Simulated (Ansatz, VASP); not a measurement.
## One calculation of RbBr, two programs

```
Rb Br
1.0
     5.91959    0.00000    0.00000
    -2.95979    5.10101    0.00000
     0.00000    0.00000    6.87033
Rb Br
2 2
Cartesian
  0.0000 3.3975 -0.4294
  2.9598 1.7036 3.0058
  0.0000 3.3958 3.0058
  2.9598 1.7052 6.4409
```

Change from the starting cell: uniaxial_x strain +0.5%.

Alike in both runs: task single point; functional PBE; k mesh 6 × 6 × 4; occupations fermi-dirac, width 0.02 eV; no spin polarisation.

|  | VASP | Ansatz |
| --- | --- | --- |
| version | VASP 6.6.1 | Ansatz 0.2.0 |
| potentials or method | VASP PAW PBE potentials, release 64 (Rb_sv, Br) | plane waves, PAW |
| plane-wave cutoff (eV) | 520 | 420 |
| valence electrons in the cell | 32 | 32 |

|  | VASP | Ansatz | Ansatz less VASP |
| --- | --- | --- | --- |
| gap on the k mesh at the Fermi level (eV) | 4.05 | 4.06 | +0.001 |
| pressure (GPa) | 0.3 | 0.2 | -0.02 |
| traceless stress, the component that is largest in VASP (GPa) | 0.12 | 0.11 | -0.004 |

Ansatz's warnings: xc potential rough in thin density.
